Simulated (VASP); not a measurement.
# Ti (Im-3m) in VASP: notebook

Aim: see how the results for Ti move with the level of theory and the settings. Levels: PBE, RPBE. Tasks: single point.

All numbers are computed with VASP 6.6.1; they aren't measurements. Logs are shortened: lines on timing, memory, paths and dates and some standing lists are left out, and cuts for length are marked.

## Step 1: The cell of the first run

The structure is cubic, space group Im-3m (No. 229). Conventional cell: a = 3.208 Å, b = 3.208 Å, c = 3.208 Å, α = 90.00°, β = 90.00°, γ = 90.00°. Ti (site symmetry m-3m) has 14 Ti at 2.78 to 3.21 Å within 3.7 Å.

## Step 2: Single point, PBE (functional pbe, volume scaled by 0.96)

INCAR reads:

```
SYSTEM = Ti
PREC = Accurate
ENCUT = 520
EDIFF = 1E-7
ISMEAR = -1
SIGMA = 0.05
LREAL = .False.
LASPH = .True.
NELM = 60
ALGO = Normal
ISIF = 2
LWAVE = .False.
LCHARG = .False.
GGA = PE
NBANDS = 12
```

KPOINTS reads:

```
Automatic mesh
0
Gamma
  18 18 18
  0 0 0
```

POSCAR reads:

```
Ti
1.0
   -1.6038447660      1.6038447660      1.6038447660
    1.6038447660     -1.6038447660      1.6038447660
    1.6038447660      1.6038447660     -1.6038447660
Ti
1
Direct
    0.0000000000      0.0000000000      0.0000000000
```

Potentials or basis: VASP PAW PBE potentials, release 64 (Ti_sv).

The run is started by

```sh
cat potpaw_PBE.64/Ti_sv/POTCAR > POTCAR
mpirun -np 1 vasp_std > vasp.out
```

OUTCAR:

```text
SYSTEM = Ti
   PREC = Accurate
   ENCUT = 520
   EDIFF = 1E-7
   ISMEAR = -1
   LREAL = .False.
   LASPH = .True.
   NELM = 60
   ISIF = 2
   GGA = PE

 ion  position               nearest neighbor table
   1  0.000  0.000  0.000-

  LATTYP: Found a body centered cubic cell.
 ALAT       =     3.2076895320

  Lattice vectors:

 A1 = (  -1.6038447660,   1.6038447660,   1.6038447660)
 A2 = (   1.6038447660,  -1.6038447660,   1.6038447660)
 A3 = (   1.6038447660,   1.6038447660,  -1.6038447660)

Analysis of symmetry for initial positions (statically):
=====================================================================
 Subroutine PRICEL returns:
 Original cell was already a primitive cell.

 Routine SETGRP: Setting up the symmetry group for a
 body centered cubic supercell.

 Subroutine GETGRP returns: Found 48 space group operations
 (whereof 48 operations were pure point group operations)
 out of a pool of 48 trial point group operations.

The static configuration has the point symmetry O_h .

Analysis of symmetry for dynamics (positions and initial velocities):
=====================================================================
 Subroutine PRICEL returns:
 Original cell was already a primitive cell.

 Routine SETGRP: Setting up the symmetry group for a
 body centered cubic supercell.

 Subroutine GETGRP returns: Found 48 space group operations
 (whereof 48 operations were pure point group operations)
 out of a pool of 48 trial point group operations.

The dynamic configuration has the point symmetry O_h .

 Subroutine INISYM returns: Found 48 space group operations
 (whereof 48 operations are pure point group operations),
 and found     1 'primitive' translations

----------------------------------------------------------------------------------------

                                     Primitive cell

  volume of cell :      16.5024

  direct lattice vectors                    reciprocal lattice vectors
    -1.603844766  1.603844766  1.603844766     0.000000000  0.311750869  0.311750869
     1.603844766 -1.603844766  1.603844766     0.311750869  0.000000000  0.311750869
     1.603844766  1.603844766 -1.603844766     0.311750869  0.311750869  0.000000000

  length of vectors
     2.777940622  2.777940622  2.777940622     0.440882307  0.440882307  0.440882307

  position of ions in fractional coordinates (direct lattice)
     0.000000000  0.000000000  0.000000000

  ion indices of the primitive-cell ions
   primitive index   ion index
                 1           1

----------------------------------------------------------------------------------------

 KPOINTS: Automatic mesh

Automatic generation of k-mesh.
 Grid dimensions read from file:
 generate k-points for:   18   18   18

 Generating k-lattice:

  Cartesian coordinates                     Fractional coordinates (reciprocal lattice)
     0.000000000  0.017319493  0.017319493     0.055555556  0.000000000  0.000000000
     0.017319493  0.000000000  0.017319493     0.000000000  0.055555556  0.000000000
     0.017319493  0.017319493  0.000000000     0.000000000  0.000000000  0.055555556

  Length of vectors
     0.024493462  0.024493462  0.024493462

  Shift w.r.t. Gamma in fractional coordinates (k-lattice)
     0.000000000  0.000000000  0.000000000

 Subroutine IBZKPT returns following result:
 ===========================================

 Found    195 irreducible k-points:

 Following reciprocal coordinates:
            Coordinates               Weight
  0.000000  0.000000  0.000000      1.000000
  0.055556  0.000000  0.000000     12.000000
  0.111111  0.000000  0.000000     12.000000
  0.166667  0.000000  0.000000     12.000000
  0.222222  0.000000  0.000000     12.000000
  0.277778  0.000000  0.000000     12.000000
[... 16 lines left out ...]
  0.333333  0.111111  0.000000     48.000000
  0.388889  0.111111  0.000000     48.000000
 [... further k-points ...]
   k-points           NKPTS =    195   k-points in BZ     NKDIM =    195   number of bands    NBANDS=     12
   number of dos      NEDOS =    301   number of ions     NIONS =      1
   total plane-waves  NPLWV =  13824
   dimension x,y,z NGX =    24 NGY =   24 NGZ =   24
   dimension x,y,z NGXF=    48 NGYF=   48 NGZF=   48
   ions per type =               1
   NGX,Y,Z   is equivalent  to a cutoff of  14.36, 14.36, 14.36 a.u.
   NGXF,Y,Z  is equivalent  to a cutoff of  28.73, 28.73, 28.73 a.u.
 SYSTEM =  Ti
   PREC   = accura    normal or accurate (medium, high low for compatibility)
   ISTART =      0    job   : 0-new  1-cont  2-samecut
   ICHARG =      2    charge: 1-file 2-atom 10-const
   ISPIN  =      1    spin polarized calculation?
   LNONCOLLINEAR =      F non collinear calculations
   LSORBIT =      F    spin-orbit coupling
   LASPH  =      T    aspherical Exc in radial PAW
   ENCUT  =  520.0 eV  38.22 Ry    6.18 a.u.   5.17  5.17  5.17*2*pi/ulx,y,z
   NELM   =     60;   NELMIN=  2; NELMDL= -5     # of ELM steps
   EDIFF  = 0.1E-06   stopping-criterion for ELM
   LREAL  =      F    real-space projection
   EDIFFG = 0.1E-05   stopping-criterion for IOM
   NSW    =      0    number of steps for IOM
   IBRION =     -1    ionic relax: 0-MD 1-quasi-New 2-CG
   NFREE  =      0    steps in history (QN), initial steepest desc. (CG)
   ISIF   =      2    stress and relaxation
   ISYM   =      2    0-nonsym 1-usesym 2-fastsym
   POTIM  = 0.5000    time-step for ionic-motion
   TEBEG  =    0.0;   TEEND  =   0.0 temperature during run
   PSTRESS=    0.0 pullay stress
   NELECT =      12.0000    total number of electrons
   NUPDOWN=      -1.0000    fix difference up-down
   EMIN   =  10.00;   EMAX   =-10.00  energy-range for DOS
   EFERMI =   0.00;   METHOD = LEGACY
   ISMEAR =    -1;   SIGMA  =   0.05  broadening in eV -4-tet -1-fermi 0-gaus
   EFERMI_NEDOS =   21; number of points for ismear=-14 and -15
   IALGO  =     38    algorithm
   IMIX   =      4    mixing-type and parameters
     AMIX     =   0.40;   BMIX     =  1.00
     AMIX_MAG =   1.60;   BMIX_MAG =  1.00
  volume/ion in A,a.u.               =      16.50       111.36
  Fermi-wavevector in a.u.,A,eV,Ry     =   1.472153  2.781966 29.487011  2.167234
  Thomas-Fermi vector in A             =   2.587202
   LORBIT       =      0    0 simple, 1 ext, 2 COOP (PROOUT), +10 PAW based schemes
   GGA     = PE    functional components
   LHFCALC =     F    Hartree Fock is set to
   AEXX    =    0.0000 exact exchange contribution
   IVDW    =     0    specifies the selected vdW correction
   LEPSILON=     F    determine dielectric tensor
   LRPA    =     F    only Hartree local field effects (RPA)
 non-spin polarized calculation
  energy-cutoff  :      520.00
  volume of cell :       16.50
 maximum number of plane-waves:       466
 NGX is ok and might be reduce to    24
   NGX = 11   NGY = 11   NGZ = 11

 number of electron      12.0000001 magnetization

 Free energy of the ion-electron system (eV)
  ---------------------------------------------------
  ext. energy  EPLUGINS =         0.00000000
  ---------------------------------------------------
  free energy    TOTEN  =        -7.72350496 eV

  energy without entropy =       -7.70561430  energy(sigma->0) =       -7.71455963

 E-fermi :   8.6280     XC(G=0): -11.7362

 val. band max:        8.6273767007   @ k =  -0.4444   0.5000   0.1111
 cond. band min:       8.6424525975   @ k =   0.2222   0.2222   0.0000
 fundamental gap:      0.0150758967
 Fermi energy:         8.6279754484

 k-point     1 :       0.0000    0.0000    0.0000
  band No.  band energies     occupation
      1     -47.8053      2.00000
      2     -23.5973      2.00000
      3     -23.5973      2.00000
      4     -23.5973      2.00000
      5       2.5674      2.00000
      6       9.6615      0.00000
      7       9.6615      0.00000
      8       9.6615      0.00000
      9      11.5322      0.00000
     10      11.5322      0.00000
     11      26.4072      0.00000
     12      26.4072      0.00000

 k-point     2 :       0.0556    0.0000    0.0000
  band No.  band energies     occupation
      1     -47.8006      2.00000
      2     -23.6223      2.00000
      3     -23.6049      2.00000
      4     -23.5974      2.00000
      5       2.6787      2.00000
      6       9.6091      0.00000
      7       9.6475      0.00000
      8       9.7437      0.00000
      9      11.4693      0.00000
     10      11.5352      0.00000
     11      26.2676      0.00000
     12      26.4057      0.00000

 k-point     3 :       0.1111    0.0000    0.0000
  band No.  band energies     occupation
      1     -47.7867      2.00000
      2     -23.6939      2.00000
      3     -23.6267      2.00000
      4     -23.5980      2.00000
      5       3.0041      2.00000
      6       9.4616      0.00000
      7       9.5863      0.00000
      8       9.9858      0.00000
      9      11.3261      0.00000
     10      11.5462      0.00000
     11      25.8068      0.00000
     12      26.3139      0.00000
[... 286 lines left out ...]
 k-point    23 :       0.3333    0.1111    0.0000
  band No.  band energies     occupation
      1     -47.6573      2.00000
      2     -24.2826      2.00000
      3     -23.8392      2.00000
      4     -23.6356      2.00000
      5       6.1442      2.00000
      6       8.3252      1.99532
      7       8.9380      0.00405
      8      11.3805      0.00000
      9      11.9522      0.00000
     10      13.0534      0.00000
     11      19.3888      0.00000
     12      22.5334      0.00000

 k-point    24 :       0.3889    0.1111    0.0000
  band No.  band energies     occupation
      1     -47.6440      2.00000
      2     -24.3383      2.00000
      3     -23.8653      2.00000
      4     -23.6367      2.00000
      5       6.2937      2.00000
      6       8.2329      1.99926
      7       9.2498      0.00001
      8      11.4560      0.00000
      9      12.0426      0.00000
     10      13.5236      0.00000
     11      18.3244      0.00000
     12      22.1638      0.00000

 [... further k-points ...]
[... 5 lines left out ...]
  --------------------------------------------------------------------------------------
  -------------------------------------------------------------------------------------
  Total        0.4976520      0.4976520      0.4976520      0.0000000      0.0000000     -0.0000000
  in kB       48.3158213     48.3158213     48.3158213      0.0000000      0.0000000     -0.0000000
  external PRESSURE =      48.3158213 kB  Pullay stress =       0.0000000 kB

 VOLUME and BASIS-vectors are now :
 -----------------------------------------------------------------------------
  energy-cutoff  :      520.00
  volume of cell :       16.50
      direct lattice vectors                 reciprocal lattice vectors
    -1.603844766  1.603844766  1.603844766     0.000000000  0.311750869  0.311750869
     1.603844766 -1.603844766  1.603844766     0.311750869  0.000000000  0.311750869
     1.603844766  1.603844766 -1.603844766     0.311750869  0.311750869  0.000000000

 POSITION                                       TOTAL-FORCE (eV/Angst)
 -----------------------------------------------------------------------------------
      0.00000      0.00000      0.00000         0.000000     -0.000000      0.000000
 -----------------------------------------------------------------------------------
    total drift:                               -0.000000      0.000000     -0.000000

  FREE ENERGIE OF THE ION-ELECTRON SYSTEM (eV)
  ---------------------------------------------------
  free  energy   TOTEN  =        -7.7235049636 eV

  energy  without entropy=       -7.7056143013  energy(sigma->0) =       -7.71455963
```

It took 17 s on 1 thread of Intel Xeon Platinum 8488C (Sapphire Rapids), shared host; peak memory 0.17 GiB.

What came out:

* Free energy: -7.7235 eV
* Pressure: 4.8 GPa
* Band gap on the k mesh: zero (band 6 reaches 9.66 eV, above the bottom of band 7 at 8.04 eV)

## Step 3: Single point, RPBE

INCAR reads:

```
PREC     = Accurate       # precision mode
ENCUT    = 520            # plane-wave cutoff, eV
EDIFF    = 1E-6           # SCF threshold, eV
ISMEAR   = -1             # smearing method
SIGMA    = 0.05           # smearing width, eV
LREAL    = F              # projectors in reciprocal space
LASPH    = T              # aspherical terms in the spheres
NELM     = 80             # most SCF steps
ALGO     = Normal         # electronic algorithm
ISIF     = 2              # what is computed and relaxed
LWAVE    = F              # write WAVECAR
LCHARG   = F              # write CHGCAR
GGA      = RP             # functional
NBANDS   = 12             # bands
```

KPOINTS reads:

```
regular mesh
0
Gamma
  18 18 18
```

POSCAR is that of step 2.

Potentials or basis: VASP PAW PBE potentials, release 64 (Ti_sv).

The run is started by

```sh
cat potpaw_PBE.64/Ti_sv/POTCAR > POTCAR
mpirun -np 1 vasp_std > vasp.out
```

OUTCAR:

```text
PREC = Accurate
   ENCUT = 520
   EDIFF = 1E-6
   ISMEAR = -1
   LREAL = F
   LASPH = T
   NELM = 80
   ISIF = 2
   GGA = RP

 ion  position               nearest neighbor table
   1  0.000  0.000  0.000-

  LATTYP: Found a body centered cubic cell.
 ALAT       =     3.2076895320

  Lattice vectors:

 A1 = (  -1.6038447660,   1.6038447660,   1.6038447660)
 A2 = (   1.6038447660,  -1.6038447660,   1.6038447660)
 A3 = (   1.6038447660,   1.6038447660,  -1.6038447660)

[... 528 lines left out ...]
      3     -23.8237      2.00000
      4     -23.5970      2.00000
      5       6.4063      2.00000
      6       8.3583      1.99910
      7       9.3440      0.00001
      8      11.5784      0.00000
      9      12.1626      0.00000
     10      13.6332      0.00000
     11      18.4363      0.00000
     12      22.2511      0.00000

 [... further k-points ...]
[... 5 lines left out ...]
  --------------------------------------------------------------------------------------
  -------------------------------------------------------------------------------------
  Total        0.8539404      0.8539404      0.8539404     -0.0000000      0.0000000     -0.0000000
  in kB       82.9069926     82.9069926     82.9069926     -0.0000000      0.0000000     -0.0000000
  external PRESSURE =      82.9069926 kB  Pullay stress =       0.0000000 kB

 VOLUME and BASIS-vectors are now :
 -----------------------------------------------------------------------------
  energy-cutoff  :      520.00
  volume of cell :       16.50
      direct lattice vectors                 reciprocal lattice vectors
    -1.603844766  1.603844766  1.603844766     0.000000000  0.311750869  0.311750869
     1.603844766 -1.603844766  1.603844766     0.311750869  0.000000000  0.311750869
     1.603844766  1.603844766 -1.603844766     0.311750869  0.311750869  0.000000000

 POSITION                                       TOTAL-FORCE (eV/Angst)
 -----------------------------------------------------------------------------------
      0.00000      0.00000      0.00000         0.000000      0.000000     -0.000000
 -----------------------------------------------------------------------------------
    total drift:                               -0.000000      0.000000     -0.000000

  FREE ENERGIE OF THE ION-ELECTRON SYSTEM (eV)
  ---------------------------------------------------
  free  energy   TOTEN  =        -7.3007994128 eV

  energy  without entropy=       -7.2829983661  energy(sigma->0) =       -7.29189889
```

It took 16 s on 1 thread of Intel Xeon Platinum 8488C (Sapphire Rapids), shared host; peak memory 0.16 GiB.

What came out:

```yaml
Free_energy: -7.3008 eV
Pressure: 8.3 GPa
Band_gap_on_the_k_mesh: zero (band 6 reaches 9.79 eV, above the bottom of band 7 at 8.15 eV)
```

Levels at points of the mesh, in eV from the Fermi level:
```tsv
k point	band 4	band 5	band 6	band 7	band 8	band 9
(0.00, 0.00, 0.00)	-32.30	-6.08	1.05	1.05	1.05	2.91
(0.50, 0.00, 0.00)	-32.31	-2.58	-0.44	1.27	2.91	3.28
(0.50, 0.50, 0.50)	-32.84	-2.28	-2.28	4.17	4.17	4.17
```

Caveat: the PAW data sets were made with another functional, which shifts forces and pressure a little.

(Part 1 of 2 ends here.)
